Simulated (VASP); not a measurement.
A run of VASP 6.6.1:

File INCAR:

```
SYSTEM = Co
ALGO = Normal ; EDIFF = 1E-6
EDIFFG = -0.005 ; ENCUT = 600
GGA = PE ; IBRION = 2
ISIF = 4 ; ISMEAR = -1
ISPIN = 2 ; LASPH = .True.
LCHARG = .False. ; LMAXMIX = 4
LORBIT = 11 ; LREAL = .False.
LWAVE = .False. ; MAGMOM = 1.7 1.7
NELM = 150 ; NSW = 50
PREC = Accurate ; SIGMA = 0.05
```

File KPOINTS:

```
k-points
0
Gamma
  17 17 10
  0 0 0
```

The input POSCAR:

```
Co
1.0
    2.0811904579      0.0000000000      0.0000000000
   -1.0405952290      1.8023638067      0.0000000000
    0.0000000000      0.0000000000      3.3609221224
Co
2
Direct
    0.3333333333      0.6666666667      0.2500000000
    0.6666666667      0.3333333333      0.7500000000
```

Potentials or basis: VASP PAW PBE potentials, release 64 (Co).

Command:

```sh
$ cat potpaw_PBE.64/Co/POTCAR > POTCAR
$ mpirun -np 1 vasp_std > vasp.out
```

Hardware: 1 thread of Intel(R) Xeon(R) 6975P-C (Granite Rapids) (shared host).

**Question.** Estimate the wall time of this run.

**Answer.** Wall time 74 s on 1 thread of Intel(R) Xeon(R) 6975P-C (Granite Rapids), with other jobs on the host, peak memory 0.19 GiB. Counts: scf iterations 24, k points 198, ion steps 3.
